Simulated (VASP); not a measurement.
**LiZr4N3: single point with PBE**

LiZr4N3:

```
CELL_PARAMETERS angstrom
3.22650 0.00000 0.00000
-1.61325 2.79423 0.00000
0.00000 0.00000 26.71898
ATOMIC_POSITIONS crystal
Li 0.66667 0.33333 0.75000
Li 0.33333 0.66667 0.25000
Zr 0.66667 0.33333 0.55227
Zr 0.33333 0.66667 0.64927
Zr 0.33333 0.66667 0.44773
Zr 0.66667 0.33333 0.35073
Zr 0.66667 0.33333 0.94773
Zr 0.33333 0.66667 0.85073
Zr 0.33333 0.66667 0.05227
Zr 0.66667 0.33333 0.14927
N 0.00000 0.00000 0.60444
N 0.00000 0.00000 0.39556
N 0.00000 0.00000 0.50000
N 0.00000 0.00000 0.89556
N 0.00000 0.00000 0.10444
N 0.00000 0.00000 0.00000
```

```yaml
Program: VASP 6.6.1
Task: single point
Functional: PBE
Potentials_or_basis: VASP PAW PBE potentials, release 64 (Li_sv, Zr_sv, N)
Cutoff: 520 eV
k_mesh: 12 × 12 × 2
Occupations: gaussian, width 0.1 eV
Spin: no spin polarisation
```

| Quantity | Value |
| --- | --- |
| Largest force | 0.028 eV/Å |
| Band gap on the k mesh | zero (bands 66 and 67 overlap by 0.51 eV) |

Forces on the atoms (eV/Å):
```
Li   0.000  0.000  0.000
Li   0.000  0.000  0.000
Zr   0.000  0.000 -0.002
Zr   0.000  0.000  0.028
Zr   0.000  0.000  0.002
Zr   0.000  0.000 -0.028
Zr   0.000  0.000  0.002
Zr   0.000  0.000 -0.028
Zr   0.000  0.000 -0.002
Zr   0.000  0.000  0.028
N    0.000  0.000 -0.004
N    0.000  0.000  0.004
N    0.000  0.000  0.000
N    0.000  0.000  0.004
N    0.000  0.000 -0.004
N    0.000  0.000  0.000
```

Levels at points of the mesh, in eV from the Fermi level:
```csv
k point,band 63,band 64,band 65,band 66,band 67,band 68,band 69,band 70
"(0.00, 0.00, 0.00)",-0.52,-0.36,0.43,0.43,0.43,0.43,1.11,1.17
"(0.50, 0.00, 0.00)",-0.42,-0.35,-0.03,0.02,0.38,0.41,0.71,0.71
"(0.00, 0.00, 0.50)",-0.43,-0.43,0.43,0.43,0.43,0.43,1.13,1.13
"(0.50, 0.00, 0.50)",-0.39,-0.39,-0.01,-0.01,0.39,0.39,0.71,0.71
```

Wall time 24 min on 1 thread of Intel(R) Xeon(R) Platinum 8488C (Sapphire Rapids), on a shared host, peak memory 0.6 GiB.
